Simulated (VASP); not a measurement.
# LiH in VASP: notebook, part 2 of 2

VASP 6.6.1. The steps go on from the part before.

## Step 3: G0W0 quasiparticle levels, PBE

This run uses another cell than the first one, of 9.97 Å³/atom.

POSCAR reads:

```
LiH
1.0
    0.0000000000      2.1451220099      2.1665732300
    2.1451220099      0.0000000000      2.1665732300
    2.1451220099      2.1451220099      0.0000000000
Li H
1 1
Direct
    0.0000000000      0.0000000000      0.0000000000
    0.2500000000      0.2500000000      0.2500000000
```

INCAR.step1 reads:

```
SYSTEM = LiH
ALGO = Normal
EDIFF = 1E-8
ENCUT = 500
GGA = PE
ISMEAR = 0
LASPH = .True.
LCHARG = .False.
LREAL = .False.
LWAVE = .True.
NELM = 80
PREC = Accurate
SIGMA = 0.01
```

INCAR.step2 reads:

```
SYSTEM = LiH
ALGO = Exact
EDIFF = 1E-8
ENCUT = 500
GGA = PE
ISMEAR = 0
ISTART = 1
LASPH = .True.
LCHARG = .False.
LOPTICS = .True.
LREAL = .False.
LWAVE = .True.
NBANDS = 84
NELM = 1
PREC = Accurate
SIGMA = 0.01
```

INCAR.step3 reads:

```
SYSTEM = LiH
ALGO = EVGW0
EDIFF = 1E-8
ENCUT = 500
ENCUTGW = 150.0
GGA = PE
ISMEAR = 0
ISTART = 1
LASPH = .True.
LCHARG = .False.
LREAL = .False.
LWAVE = .False.
NBANDS = 84
NBANDSGW = 9
NELMGW = 1
NOMEGA = 96
OMEGAMAX = 20
PREC = Accurate
PRECFOCK = Fast
SIGMA = 0.01
```

KPOINTS reads:

```
k-points
0
Gamma
  6 6 6
  0 0 0
```

Potentials or basis: VASP PAW PBE potentials, release 64 (Li_GW, H_GW).

Command:

```sh
$ cat potpaw_PBE.64/Li_GW/POTCAR potpaw_PBE.64/H_GW/POTCAR > POTCAR
$ cp INCAR.step1 INCAR
$ mpirun -np 1 vasp_std > vasp.out
$ cp INCAR.step2 INCAR
$ mpirun -np 1 vasp_std > vasp.out
$ cp INCAR.step3 INCAR
$ mpirun -np 1 vasp_std > vasp.out
```

OUTCAR:

```text
SYSTEM = LiH
   EDIFF = 1E-8
   ENCUT = 500
   ENCUTGW = 150.0
   GGA = PE
   ISMEAR = 0
   ISTART = 1
   LASPH = .True.
   LREAL = .False.
   NELMGW = 1
   PREC = Accurate
   PRECFOCK = Fast

 ion  position               nearest neighbor table
   1  0.000  0.000  0.000-   2 1.86   2 1.86   2 1.86   2 1.86
   2  0.250  0.250  0.250-   1 1.86   1 1.86   1 1.86   1 1.86

  LATTYP: Found a body centered tetragonal cell.
 ALAT       =     3.0336606393
 C/A-ratio  =     1.4283556980

  Lattice vectors:

 A1 = (  -2.1451220099,   0.0000000000,   2.1665732300)
 A2 = (   2.1451220099,   0.0000000000,   2.1665732300)
 A3 = (   0.0000000000,   2.1451220099,  -2.1665732300)

Analysis of symmetry for initial positions (statically):
=====================================================================
 Subroutine PRICEL returns:
 Original cell was already a primitive cell.

 Routine SETGRP: Setting up the symmetry group for a
 body centered tetragonal supercell.

 Subroutine GETGRP returns: Found  8 space group operations
 (whereof  8 operations were pure point group operations)
 out of a pool of 16 trial point group operations.

The static configuration has the point symmetry D_2d.

Analysis of symmetry for dynamics (positions and initial velocities):
=====================================================================
 Subroutine PRICEL returns:
 Original cell was already a primitive cell.

 Routine SETGRP: Setting up the symmetry group for a
 body centered tetragonal supercell.

 Subroutine GETGRP returns: Found  8 space group operations
 (whereof  8 operations were pure point group operations)
 out of a pool of 16 trial point group operations.

The dynamic configuration has the point symmetry D_2d.

 Subroutine INISYM returns: Found  8 space group operations
 (whereof  8 operations are pure point group operations),
 and found     1 'primitive' translations

----------------------------------------------------------------------------------------

                                     Primitive cell

  volume of cell :      19.9392

  direct lattice vectors                    reciprocal lattice vectors
     0.000000000  2.145122010  2.166573230    -0.233086975  0.233086975  0.230779183
     2.145122010  0.000000000  2.166573230     0.233086975 -0.233086975  0.230779183
     2.145122010  2.145122010  0.000000000     0.233086975  0.233086975 -0.230779183

  length of vectors
     3.048866674  3.048866674  3.033660639     0.402390491  0.402390491  0.402390491

  position of ions in fractional coordinates (direct lattice)
     0.000000000  0.000000000  0.000000000
     0.250000000  0.250000000  0.250000000

  ion indices of the primitive-cell ions
   primitive index   ion index
                 1           1
                 2           2

----------------------------------------------------------------------------------------

 KPOINTS: k-points

Automatic generation of k-mesh.
 Grid dimensions read from file:
 generate k-points for:    6    6    6

 Generating k-lattice:

  Cartesian coordinates                     Fractional coordinates (reciprocal lattice)
    -0.038847829  0.038847829  0.038463197     0.166666667  0.000000000  0.000000000
     0.038847829 -0.038847829  0.038463197     0.000000000  0.166666667  0.000000000
     0.038847829  0.038847829 -0.038463197    -0.000000000 -0.000000000  0.166666667

  Length of vectors
     0.067065082  0.067065082  0.067065082

  Shift w.r.t. Gamma in fractional coordinates (k-lattice)
     0.000000000  0.000000000  0.000000000

 Subroutine IBZKPT returns following result:
 ===========================================

 Found     30 irreducible k-points:

 Following reciprocal coordinates:
            Coordinates               Weight
  0.000000  0.000000  0.000000      1.000000
  0.166667  0.000000  0.000000      8.000000
  0.333333 -0.000000  0.000000      8.000000
  0.500000 -0.000000  0.000000      4.000000
  0.166667  0.166667  0.000000      2.000000
  0.333333  0.166667  0.000000      8.000000
[... 16 lines left out ...]
  0.333333  0.000000  0.333333      4.000000
  0.500000  0.000000  0.333333     16.000000
 [... further k-points ...]
   k-points           NKPTS =     30   k-points in BZ     NKDIM =    216   number of bands    NBANDS=     84
   number of dos      NEDOS =    301   number of ions     NIONS =      2
   total plane-waves  NPLWV =  13824
   dimension x,y,z NGX =    24 NGY =   24 NGZ =   24
   dimension x,y,z NGXF=    48 NGYF=   48 NGZF=   48
   ions per type =               1   1
   NGX,Y,Z   is equivalent  to a cutoff of  13.09, 13.09, 13.15 a.u.
   NGXF,Y,Z  is equivalent  to a cutoff of  26.17, 26.17, 26.30 a.u.
 SYSTEM =  LiH
   PREC   = accura    normal or accurate (medium, high low for compatibility)
   ISTART =      1    job   : 0-new  1-cont  2-samecut
   ICHARG =      0    charge: 1-file 2-atom 10-const
   ISPIN  =      1    spin polarized calculation?
   LNONCOLLINEAR =      F non collinear calculations
   LSORBIT =      F    spin-orbit coupling
   LASPH  =      T    aspherical Exc in radial PAW
   ENCUT  =  500.0 eV  36.75 Ry    6.06 a.u.   5.56  5.56  5.53*2*pi/ulx,y,z
   NELM   =     60;   NELMIN=  2; NELMDL=  0     # of ELM steps
   EDIFF  = 0.1E-07   stopping-criterion for ELM
   LREAL  =      F    real-space projection
   EDIFFG = 0.1E-06   stopping-criterion for IOM
   NSW    =      0    number of steps for IOM
   IBRION =     -1    ionic relax: 0-MD 1-quasi-New 2-CG
   NFREE  =      0    steps in history (QN), initial steepest desc. (CG)
   ISIF   =      0    stress and relaxation
   ISYM   =      3    0-nonsym 1-usesym 2-fastsym
   POTIM  = 0.5000    time-step for ionic-motion
   TEBEG  =    0.0;   TEEND  =   0.0 temperature during run
   PSTRESS=    0.0 pullay stress
   NELECT =       2.0000    total number of electrons
   NUPDOWN=      -1.0000    fix difference up-down
   EMIN   =  10.00;   EMAX   =-10.00  energy-range for DOS
   EFERMI =   0.00;   METHOD = LEGACY
   ISMEAR =     0;   SIGMA  =   0.01  broadening in eV -4-tet -1-fermi 0-gaus
   EFERMI_NEDOS =   21; number of points for ismear=-14 and -15
   IALGO  =     38    algorithm
   IMIX   =      4    mixing-type and parameters
     AMIX     =   0.40;   BMIX     =  1.00
     AMIX_MAG =   1.60;   BMIX_MAG =  1.00
  volume/ion in A,a.u.               =       9.97        67.28
  Fermi-wavevector in a.u.,A,eV,Ry     =   0.760646  1.437412  7.872083  0.578582
  Thomas-Fermi vector in A             =   1.859709
   LORBIT       =      0    0 simple, 1 ext, 2 COOP (PROOUT), +10 PAW based schemes
   GGA     = PE    functional components
   LHFCALC =     T    Hartree Fock is set to
   PRECFOCK=fast      Normal, Fast or Accurate (Low or Medium for compatibility)
   ENCUT4O =  -1.0   cutoff for four orbital integrals eV
   NKREDX  =     1    reduce k-point grid by
   NKREDY  =     1    reduce k-point grid by
   NKREDZ  =     1    reduce k-point grid by
   AEXX    =    1.0000 exact exchange contribution
   HFSCREEN=    0.0000 screening length (either q_TF or 0.3 A-1)
   HFSCREENC=   0.0000 screening length for correlation (either q_TF or 0.3 A-1)
   ENCUTFOCK=  -1.0 apply spherical cutoff to Coloumb kernel
   IVDW    =     0    specifies the selected vdW correction
   LEPSILON=     F    determine dielectric tensor
   LRPA    =     F    only Hartree local field effects (RPA)
   LRPAFORCE           =     F    calculate RPA forces
   ENCUTGW             = 150.0    cutoff for response function in eV
   ENCUTGWSOFT         = 120.0    soft cutoff for Coulomb kernel in GW response function in eV
   ENCUTLF             =  -1.0    cutoff for local field effects
   NELMGW              =     1    number of iterations in solving QP/BSE equation
   NELMHF              =     1    number of iterations in the inner HF iteration
   NKREDLFX            =     1    NKREDLFY  =   1   NKREDLFZ  =   1
 non-spin polarized calculation
 Gauss-broadening in eV      SIGMA  =   0.01
  energy-cutoff  :      500.00
  volume of cell :       19.94
 maximum number of plane-waves:       531
 NGX is ok and might be reduce to    24
  NGX = 14; NGY = 14; NGZ = 14
   NGX = 11   NGY = 11   NGZ = 11
 maximum number of plane-waves:        92
 NGX is ok and might be reduce to    14

 QP shifts <psi_nk| G(iteration)W_0 |psi_nk>: iteration 1
 for sc-GW calculations column KS-energies equals QP-energies in previous step
 and V_xc(KS)=  KS-energies - (<T + V_ion + V_H > + <T+V_H+V_ion>^1  + <V_x>^1)

 k-point   1 :       0.0000    0.0000    0.0000
  band No.  KS-energies  QP-energies   sigma(KS)   V_xc(KS)     V^pw_x(r,r')   Z            occupation Imag(sigma)

      1      -7.5984      -9.2808     -11.3954      -8.8933     -14.4076       0.6724       2.0000       0.1545
      2       9.1088       9.6942      -9.1613      -9.9733      -4.0548       0.7209       0.0000      -0.6425
      3      13.2503      14.3253      -5.7634      -7.2160      -0.9777       0.7400       0.0000      -0.5386
      4      13.2625      14.3250      -5.7402      -7.1814      -0.9550       0.7372       0.0000      -0.5412
      5      13.2625      14.3250      -5.7402      -7.1814      -0.9550       0.7372       0.0000      -0.5412
      6      15.8265      16.7227      -6.6358      -7.7435      -1.8008       0.8090       0.0000      -1.3906
      7      15.8303      16.7307      -6.6539      -7.7676      -1.8181       0.8084       0.0000      -1.3805
      8      15.8303      16.7307      -6.6539      -7.7676      -1.8181       0.8084       0.0000      -1.3805
      9      22.7083      23.4562      -5.1507      -5.9340      -0.5681       0.9549       0.0000      -1.7428
[... 290 lines left out ...]
      1      -4.4348      -6.0327     -12.4037     -10.2475     -14.1555       0.7411       2.0000       0.0523
      2       2.5633       3.2738      -6.2359      -7.1409      -2.8128       0.7852       0.0000      -0.0750
      3       5.2410       5.9130      -5.9883      -6.8807      -2.1043       0.7530       0.0000      -0.1201
      4       7.3620       8.3256      -5.9858      -7.2518      -1.8557       0.7611       0.0000      -0.2192
      5       9.7784      10.4548      -6.6155      -7.4989      -1.9483       0.7656       0.0000      -0.5612
      6      15.0102      15.7222      -6.0200      -6.9241      -1.0105       0.7875       0.0000      -1.0221
      7      22.3688      23.8896      -6.6128      -8.3224      -1.5622       0.8896       0.0000      -2.0226
      8      23.7541      25.2266      -5.6263      -7.2965      -0.9396       0.8817       0.0000      -1.9082
      9      27.8863      29.7470      -5.3621      -7.5436      -0.7606       0.8529       0.0000      -1.9148

 [... further k-points ...]
```

Wall time 7.7 min (1 thread of Intel Xeon 8259CL, shared host); peak memory 0.4 GiB.

What came out:

```
Quasiparticle gap                                   : 6.45 eV
Least direct quasiparticle gap                      : 7.48 eV
Band gap of the starting levels on the mesh         : 4.25 eV
Least direct gap of the starting levels on the mesh : 5.24 eV
```

Caveat: the k points lie up to 0.42 Å⁻¹ apart; bands, screening cutoff and mesh are small and nothing is extrapolated, so the quasiparticle values aren't converged; the structure was generated, so it needn't be the stable form of LiH.
